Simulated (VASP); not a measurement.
# TiAl (Cmmm) in VASP: further runs, part 2 of 2

VASP 6.6.1.

## 3. Single point, r2SCAN (strain +0.0075 x Voigt [0, 0, 0, 0, 0, 1])

The input, POSCAR:

```
TiAl
1.0
    3.1790640000      0.0119214900      0.0000000000
    0.0119214900      3.1790640000      0.0000000000
    0.0000000000      0.0000000000      3.1790640000
Ti Al
1 1
Direct
    0.0000000000      0.0000000000      0.0000000000
    0.5000000000      0.5000000000      0.5000000000
```

The input, INCAR.step1:

```
SYSTEM = TiAl
ALGO = Normal
EDIFF = 1E-4
ENCUT = 520
GGA = PE
ISMEAR = 0
LASPH = .True.
LCHARG = .False.
LREAL = .False.
LWAVE = .True.
NBANDS = 14
NELM = 60
PREC = Accurate
SIGMA = 0.15
```

The input, INCAR.step2:

```
SYSTEM = TiAl
ALGO = Normal
EDIFF = 1E-6
ENCUT = 520
ISIF = 2
ISMEAR = 0
ISTART = 1
LASPH = .True.
LCHARG = .False.
LMIXTAU = .True.
LREAL = .False.
LWAVE = .False.
METAGGA = R2SCAN
NBANDS = 14
NELM = 60
PREC = Accurate
SIGMA = 0.15
```

The input, KPOINTS:

```
k-points
0
Gamma
  16 16 16
  0 0 0
```

Potentials or basis: VASP PAW PBE potentials, release 64 (Ti_sv, Al).

Started as:

```
> cat potpaw_PBE.64/Ti_sv/POTCAR potpaw_PBE.64/Al/POTCAR > POTCAR
> cp INCAR.step1 INCAR
> mpirun -np 1 vasp_std > vasp.out
> cp INCAR.step2 INCAR
> mpirun -np 1 vasp_std > vasp.out
```

OUTCAR:

```text
SYSTEM = TiAl
   EDIFF = 1E-6
   ENCUT = 520
   ISIF = 2
   ISMEAR = 0
   ISTART = 1
   LASPH = .True.
   LREAL = .False.
   METAGGA = R2SCAN
   NELM = 60
   PREC = Accurate

 ion  position               nearest neighbor table
   1  0.000  0.000  0.000-   2 2.75   2 2.75   2 2.75   2 2.75   2 2.76   2 2.76   2 2.76   2 2.76

   2  0.500  0.500  0.500-   1 2.75   1 2.75   1 2.75   1 2.75   1 2.76   1 2.76   1 2.76   1 2.76

  LATTYP: Found a base centered orthorhombic cell.
 ALAT       =     4.4790158916
 B/A-ratio  =     1.0075282309
 C/A-ratio  =     0.7097684127

  Lattice vectors:

 A1 = (  -0.0119214900,  -3.1790640000,   0.0000000000)
 A2 = (   3.1790640000,   0.0119214900,   0.0000000000)
 A3 = (   0.0000000000,   0.0000000000,   3.1790640000)

Analysis of symmetry for initial positions (statically):
=====================================================================
 Subroutine PRICEL returns:
 Original cell was already a primitive cell.

 Routine SETGRP: Setting up the symmetry group for a
 base centered orthorhombic supercell.

 Subroutine GETGRP returns: Found  8 space group operations
 (whereof  8 operations were pure point group operations)
 out of a pool of  8 trial point group operations.

The static configuration has the point symmetry D_2h.

Analysis of symmetry for dynamics (positions and initial velocities):
=====================================================================
 Subroutine PRICEL returns:
 Original cell was already a primitive cell.

 Routine SETGRP: Setting up the symmetry group for a
 base centered orthorhombic supercell.

 Subroutine GETGRP returns: Found  8 space group operations
 (whereof  8 operations were pure point group operations)
 out of a pool of  8 trial point group operations.

The dynamic configuration has the point symmetry D_2h.

 Subroutine INISYM returns: Found  8 space group operations
 (whereof  8 operations are pure point group operations),
 and found     1 'primitive' translations

----------------------------------------------------------------------------------------

                                     Primitive cell

  volume of cell :      32.1286

  direct lattice vectors                    reciprocal lattice vectors
     3.179064000  0.011921490  0.000000000     0.314562419 -0.001179609  0.000000000
     0.011921490  3.179064000  0.000000000    -0.001179609  0.314562419  0.000000000
     0.000000000  0.000000000  3.179064000     0.000000000  0.000000000  0.314557996

  length of vectors
     3.179086353  3.179086353  3.179064000     0.314564631  0.314564631  0.314557996

  position of ions in fractional coordinates (direct lattice)
     0.000000000  0.000000000  0.000000000
     0.500000000  0.500000000  0.500000000

  ion indices of the primitive-cell ions
   primitive index   ion index
                 1           1
                 2           2

----------------------------------------------------------------------------------------

 KPOINTS: k-points

Automatic generation of k-mesh.
 Grid dimensions read from file:
 generate k-points for:   16   16   16

 Generating k-lattice:

  Cartesian coordinates                     Fractional coordinates (reciprocal lattice)
     0.019660151 -0.000073726  0.000000000     0.062500000  0.000000000  0.000000000
[... 42 lines left out ...]
   number of dos      NEDOS =    301   number of ions     NIONS =      2
   total plane-waves  NPLWV =  13824
   dimension x,y,z NGX =    24 NGY =   24 NGZ =   24
   dimension x,y,z NGXF=    48 NGYF=   48 NGZF=   48
   ions per type =               1   1
   NGX,Y,Z   is equivalent  to a cutoff of  12.55, 12.55, 12.55 a.u.
   NGXF,Y,Z  is equivalent  to a cutoff of  25.10, 25.10, 25.10 a.u.
 SYSTEM =  TiAl
   PREC   = accura    normal or accurate (medium, high low for compatibility)
   ISTART =      1    job   : 0-new  1-cont  2-samecut
   ICHARG =      0    charge: 1-file 2-atom 10-const
   ISPIN  =      1    spin polarized calculation?
   LNONCOLLINEAR =      F non collinear calculations
   LSORBIT =      F    spin-orbit coupling
   LASPH  =      T    aspherical Exc in radial PAW
   ENCUT  =  520.0 eV  38.22 Ry    6.18 a.u.   5.91  5.91  5.91*2*pi/ulx,y,z
   NELM   =     60;   NELMIN=  2; NELMDL=  0     # of ELM steps
   EDIFF  = 0.1E-05   stopping-criterion for ELM
   LREAL  =      F    real-space projection
   EDIFFG = 0.1E-04   stopping-criterion for IOM
   NSW    =      0    number of steps for IOM
   IBRION =     -1    ionic relax: 0-MD 1-quasi-New 2-CG
   NFREE  =      0    steps in history (QN), initial steepest desc. (CG)
   ISIF   =      2    stress and relaxation
   ISYM   =      2    0-nonsym 1-usesym 2-fastsym
   POTIM  = 0.5000    time-step for ionic-motion
   TEBEG  =    0.0;   TEEND  =   0.0 temperature during run
   PSTRESS=    0.0 pullay stress
   NELECT =      15.0000    total number of electrons
   NUPDOWN=      -1.0000    fix difference up-down
   EMIN   =  10.00;   EMAX   =-10.00  energy-range for DOS
   EFERMI =   0.00;   METHOD = LEGACY
   ISMEAR =     0;   SIGMA  =   0.15  broadening in eV -4-tet -1-fermi 0-gaus
   EFERMI_NEDOS =   21; number of points for ismear=-14 and -15
   IALGO  =     38    algorithm
   IMIX   =      4    mixing-type and parameters
     AMIX     =   0.40;   BMIX     =  1.00
     AMIX_MAG =   1.60;   BMIX_MAG =  1.00
  volume/ion in A,a.u.               =      16.06       108.41
  Fermi-wavevector in a.u.,A,eV,Ry     =   1.270013  2.399976 21.945271  1.612932
  Thomas-Fermi vector in A             =   2.403023
   LORBIT       =      0    0 simple, 1 ext, 2 COOP (PROOUT), +10 PAW based schemes
   METAGGA = R2SCAN    functional components
   LHFCALC =     F    Hartree Fock is set to
   AEXX    =    0.0000 exact exchange contribution
   IVDW    =     0    specifies the selected vdW correction
   LEPSILON=     F    determine dielectric tensor
   LRPA    =     F    only Hartree local field effects (RPA)
 non-spin polarized calculation
 Gauss-broadening in eV      SIGMA  =   0.15
  energy-cutoff  :      520.00
  volume of cell :       32.13
 maximum number of plane-waves:       904
   NGX = 11   NGY = 11   NGZ = 11

 number of electron      14.9999993 magnetization

 Free energy of the ion-electron system (eV)
  ---------------------------------------------------
  ext. energy  EPLUGINS =         0.00000000
  ---------------------------------------------------
  free energy    TOTEN  =       -20.32133105 eV

  energy without entropy =      -20.29922146  energy(sigma->0) =      -20.31027625

 E-fermi :   8.8385     XC(G=0): -11.9005

 val. band max:        8.8345588739   @ k =   0.3125   0.1250   0.3125
 cond. band min:       8.8396575757   @ k =   0.3750   0.3750   0.2500
 fundamental gap:      0.0050987018
 Fermi energy:         8.8384974875

 k-point     1 :       0.0000    0.0000    0.0000
  band No.  band energies     occupation
      1     -50.4467      2.00000
      2     -25.6048      2.00000
      3     -25.6007      2.00000
      4     -25.5965      2.00000
      5      -1.0310      2.00000
      6       7.2125      2.00000
      7       7.2129      2.00000
      8      10.8595      0.00000
      9      10.8801      0.00000
     10      10.9017      0.00000
     11      13.4407      0.00000
     12      13.4537      0.00000
     13      13.4677      0.00000
     14      17.8981      0.00000
[... 377 lines left out ...]
      1     -50.4455      2.00000
      2     -25.6117      2.00000
      3     -25.6026      2.00000
      4     -25.5994      2.00000
      5      -0.8990      2.00000
      6       7.1769      2.00000
      7       7.2385      2.00000
      8      10.6324      0.00000
      9      10.6856      0.00000
     10      10.8539      0.00000
     11      13.2729      0.00000
     12      13.3735      0.00000
     13      13.7873      0.00000
     14      17.9105      0.00000

 [... further k-points ...]

------------------------ aborting loop because EDIFF is reached ----------------------------------------

  FORCE on cell =-STRESS in cart. coord.  units (eV):
  Direction    XX          YY          ZZ          XY          YZ          ZX
  --------------------------------------------------------------------------------------
  -------------------------------------------------------------------------------------
  Total       -0.1445059     -0.1445059     -0.1424107     -0.1156266      0.0000000      0.0000000
  in kB       -7.2061672     -7.2061672     -7.1016877     -5.7660271      0.0000000      0.0000000
  external PRESSURE =      -7.1713407 kB  Pullay stress =       0.0000000 kB

 VOLUME and BASIS-vectors are now :
 -----------------------------------------------------------------------------
  energy-cutoff  :      520.00
  volume of cell :       32.13
      direct lattice vectors                 reciprocal lattice vectors
     3.179064000  0.011921490  0.000000000     0.314562419 -0.001179609  0.000000000
     0.011921490  3.179064000  0.000000000    -0.001179609  0.314562419  0.000000000
     0.000000000  0.000000000  3.179064000     0.000000000  0.000000000  0.314557996

 POSITION                                       TOTAL-FORCE (eV/Angst)
 -----------------------------------------------------------------------------------
      0.00000      0.00000      0.00000         0.000000      0.000000      0.000000
      1.59549      1.59549      1.58953        -0.000000      0.000000      0.000000
 -----------------------------------------------------------------------------------
    total drift:                               -0.000000      0.000000      0.000000

  FREE ENERGIE OF THE ION-ELECTRON SYSTEM (eV)
  ---------------------------------------------------
  free  energy   TOTEN  =       -20.3213310478 eV

  energy  without entropy=      -20.2992214595  energy(sigma->0) =      -20.31027625
```

It took 8.3 min on 1 thread of AMD EPYC 9R45 (Zen 5), shared host; peak memory 0.37 GiB.

Results:

```yaml
Free_energy: -20.3213 eV
Pressure: -0.7 GPa
```

Caveat: the cell differs from its parent crystal (strain +0.0075 x Voigt [0, 0, 0, 0, 0, 1]); the PAW data sets were made with another functional, which shifts forces and pressure a little.

## 4. Single point, r2SCAN (strain -0.0300 x Voigt [0, 0, 0, 0, 0, 1])

The input, POSCAR:

```
TiAl
1.0
    3.1790640000     -0.0476859600      0.0000000000
   -0.0476859600      3.1790640000      0.0000000000
    0.0000000000      0.0000000000      3.1790640000
Ti Al
1 1
Direct
    0.0000000000      0.0000000000      0.0000000000
    0.5000000000      0.5000000000      0.5000000000
```

The input, INCAR.step1:

```
PREC     = Accurate       # precision mode
ENCUT    = 520            # plane-wave cutoff, eV
ISMEAR   = 0              # smearing method
SIGMA    = 0.15           # smearing width, eV
LREAL    = False          # projectors in reciprocal space
LASPH    = True           # aspherical terms in the spheres
NELM     = 100            # most SCF steps
NBANDS   = 14             # bands
GGA      = PE             # functional
ALGO     = Normal         # electronic algorithm
EDIFF    = 1E-4           # SCF threshold, eV
LWAVE    = True           # write WAVECAR
LCHARG   = False          # write CHGCAR
```

The input, INCAR.step2:

```
PREC     = Accurate       # precision mode
ENCUT    = 520            # plane-wave cutoff, eV
EDIFF    = 1E-6           # SCF threshold, eV
ISMEAR   = 0              # smearing method
SIGMA    = 0.15           # smearing width, eV
LREAL    = False          # projectors in reciprocal space
LASPH    = True           # aspherical terms in the spheres
NELM     = 100            # most SCF steps
ALGO     = Normal         # electronic algorithm
ISIF     = 2              # what is computed and relaxed
LWAVE    = False          # write WAVECAR
LCHARG   = False          # write CHGCAR
METAGGA  = R2SCAN         # meta-GGA
LMIXTAU  = True         
NBANDS   = 14             # bands
ISTART   = 1
```

The input, KPOINTS:

```
regular mesh
0
Gamma
  16 16 16
```

Started as:

```
> cat potpaw_PBE.64/Ti_sv/POTCAR potpaw_PBE.64/Al/POTCAR > POTCAR
> cp INCAR.step1 INCAR
> mpirun -np 1 vasp_std > vasp.out
> cp INCAR.step2 INCAR
> mpirun -np 1 vasp_std > vasp.out
```

Run time: 16 min. Hardware: 1 thread of Oxide Virtual Turin-like, shared host; peak memory 0.37 GiB.

It converged, with:

| Property | Result |
| --- | --- |
| Free energy | -20.3148 eV |
| Pressure | -0.6 GPa |

Stress tensor (GPa, compression positive):
```
-0.65  2.33  0.00
 2.33 -0.65  0.00
 0.00  0.00 -0.49
```

Levels at points of the mesh, in eV from the Fermi level:
| k point | band 4 | band 5 | band 6 | band 7 | band 8 | band 9 | band 10 | band 11 |
| --- | --- | --- | --- | --- | --- | --- | --- | --- |
| (0.00, 0.00, 0.00) | -34.42 | -9.86 | -1.62 | -1.61 | 1.96 | 2.04 | 2.13 | 4.58 |
| (0.50, 0.00, 0.00) | -34.42 | -6.44 | -5.59 | -0.67 | 0.28 | 0.30 | 2.26 | 3.11 |
| (0.50, 0.50, 0.00) | -34.40 | -5.23 | -2.59 | -2.21 | -1.62 | 0.85 | 0.91 | 2.82 |
| (0.00, 0.00, 0.50) | -34.40 | -6.44 | -5.60 | -0.65 | 0.15 | 0.42 | 2.25 | 3.11 |
| (0.50, 0.00, 0.50) | -34.40 | -5.23 | -2.40 | -2.40 | -1.62 | 0.88 | 0.88 | 2.83 |
| (0.50, 0.50, 0.50) | -34.56 | -3.32 | -3.27 | -3.21 | 0.90 | 2.66 | 2.89 | 2.89 |

Caveat: the cell differs from its parent crystal (strain -0.0300 x Voigt [0, 0, 0, 0, 0, 1]); the PAW data sets were made with another functional, which shifts forces and pressure a little.

## 5. Single point, r2SCAN (strain +0.0150 x Voigt [0, 0, 0, 0, 0, 1])

The input, POSCAR:

```
TiAl
1.0
    3.1790640000      0.0238429800      0.0000000000
    0.0238429800      3.1790640000      0.0000000000
    0.0000000000      0.0000000000      3.1790640000
Ti Al
1 1
Direct
    0.0000000000      0.0000000000      0.0000000000
    0.5000000000      0.5000000000      0.5000000000
```

The input, INCAR.step1:

```
SYSTEM = TiAl
PREC     = Accurate       ! precision mode
ENCUT    = 520            ! plane-wave cutoff, eV
ISMEAR   = 0              ! smearing method
SIGMA    = 0.15           ! smearing width, eV
LREAL    = .False.        ! projectors in reciprocal space
LASPH    = .True.         ! aspherical terms in the spheres
NELM     = 60             ! most SCF steps
NBANDS   = 14             ! bands
GGA      = PE             ! functional
ALGO     = Normal         ! electronic algorithm
EDIFF    = 1E-4           ! SCF threshold, eV
LWAVE    = .True.         ! write WAVECAR
LCHARG   = .False.        ! write CHGCAR
```

The input, INCAR.step2:

```
SYSTEM = TiAl
PREC     = Accurate       ! precision mode
ENCUT    = 520            ! plane-wave cutoff, eV
EDIFF    = 1E-6           ! SCF threshold, eV
ISMEAR   = 0              ! smearing method
SIGMA    = 0.15           ! smearing width, eV
LREAL    = .False.        ! projectors in reciprocal space
LASPH    = .True.         ! aspherical terms in the spheres
NELM     = 60             ! most SCF steps
ALGO     = Normal         ! electronic algorithm
ISIF     = 2              ! what is computed and relaxed
LWAVE    = .False.        ! write WAVECAR
LCHARG   = .False.        ! write CHGCAR
METAGGA  = R2SCAN         ! meta-GGA
LMIXTAU  = .True.       
NBANDS   = 14             ! bands
ISTART   = 1
```

The input, KPOINTS:

```
regular mesh
0
Gamma
  16 16 16
  0 0 0
```

Started as:

```
> cat potpaw_PBE.64/Ti_sv/POTCAR potpaw_PBE.64/Al/POTCAR > POTCAR
> cp INCAR.step1 INCAR
> mpirun -np 1 vasp_std > vasp.out
> cp INCAR.step2 INCAR
> mpirun -np 1 vasp_std > vasp.out
```

It took 22 min on 1 thread of Oxide Virtual Turin-like, shared host; peak memory 0.37 GiB.

It converged, with:

- Free energy: -20.3200 eV
- Pressure: -0.7 GPa

Stress tensor (GPa, compression positive):
```
-0.71 -1.16  0.00
-1.16 -0.71  0.00
 0.00  0.00 -0.66
```

Levels at points of the mesh, in eV from the Fermi level:
```csv
k point,band 4,band 5,band 6,band 7,band 8,band 9,band 10,band 11
"(0.00, 0.00, 0.00)",-34.43,-9.87,-1.62,-1.62,2.00,2.04,2.09,4.59
"(0.50, 0.00, 0.00)",-34.42,-6.45,-5.60,-0.66,0.28,0.28,2.26,3.10
"(0.50, 0.50, 0.00)",-34.41,-5.24,-2.51,-2.32,-1.63,0.86,0.89,2.82
"(0.00, 0.00, 0.50)",-34.41,-6.45,-5.60,-0.66,0.21,0.35,2.25,3.10
"(0.50, 0.00, 0.50)",-34.41,-5.24,-2.41,-2.41,-1.63,0.87,0.87,2.82
"(0.50, 0.50, 0.50)",-34.57,-3.30,-3.27,-3.24,0.91,2.76,2.88,2.89
```

Caveat: the cell differs from its parent crystal (strain +0.0150 x Voigt [0, 0, 0, 0, 0, 1]); the PAW data sets were made with another functional, which shifts forces and pressure a little.

## 6. Summary

```csv
cell,gap on the mesh (eV),pressure (GPa)
"a = 3.179 Å, angles 90.0, 90.0, 88.7°, 2 atoms",none,-0.6
"a = 3.179 Å, angles 90.0, 90.0, 89.6°, 2 atoms",none,-0.7
"a = 3.179 Å, angles 90.0, 90.0, 91.7°, 2 atoms",none,-0.6
"a = 3.179 Å, angles 90.0, 90.0, 89.1°, 2 atoms",none,-0.7
```

Alike in all rows: task single point; level r2SCAN; potentials or basis VASP PAW PBE potentials, release 64 (Ti_sv, Al); no spin polarisation; k mesh 16 × 16 × 16; cutoff (eV) 520; smearing gaussian 0.15 eV.

Caveats: the PAW data sets were made with another functional, which shifts forces and pressure a little.

Total energies depend on the potentials used, so only differences within one code and one set of settings carry meaning.
